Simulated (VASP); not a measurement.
Here is a VASP 6.6.1 calculation.

Contents of INCAR:

```
PREC = Accurate ; ENCUT = 520
EDIFF = 1E-6 ; ISMEAR = 0
SIGMA = 0.1 ; LREAL = F
LASPH = T ; NELM = 60
ALGO = Normal ; ISIF = 2
LWAVE = F ; LCHARG = F
LDIPOL = T ; IDIPOL = 3
DIPOL = 0.5 0.5 0.353 ; GGA = PE
IBRION = 2 ; NSW = 36
EDIFFG = -0.025
```

File KPOINTS:

```
Automatic mesh
0
Gamma
  8 8 1
```

The input POSCAR:

```
Ta4C
1.0
    3.3189671336      0.0000000000      0.0000000000
    0.0000000000      3.3189671336      0.0000000000
    0.0000000000      0.0000000000     20.2996557667
Ta C
4 1
Selective dynamics
Direct
    0.5000000000      0.5000000000      0.1970476764  F F F
    0.0000000000      0.0000000000      0.2787970216  F F F
    0.5000000000      0.5000000000      0.3599139024  F F F
    0.0000000000      0.0000000000      0.4334879304  F F F
    0.3750000000      0.3750000000      0.4935874717  F F T
```

Potentials or basis: VASP PAW PBE potentials, release 64 (Ta_pv, C).

Run with:

```console
$ cat potpaw_PBE.64/Ta_pv/POTCAR potpaw_PBE.64/C/POTCAR > POTCAR
$ mpirun -np 1 vasp_std > vasp.out
```

Task: What does it give for the band gap on the k mesh?

Result: Zero (bands 24 and 25 overlap by 0.55 eV).

Task: Estimate the energy gained by relaxing.

Result: 277.0 meV/atom.

Final structure:
```
Ta C
1.0
     3.31897    0.00000    0.00000
     0.00000    3.31897    0.00000
     0.00000    0.00000   20.29966
Ta C
4 1
Direct
  0.50000 0.50000 0.19705
  0.00000 0.00000 0.27880
  0.50000 0.50000 0.35991
  0.00000 0.00000 0.43349
  0.37500 0.37500 0.46399
```

Caveat: spin-orbit coupling is left out, which moves the levels of the heavy elements.
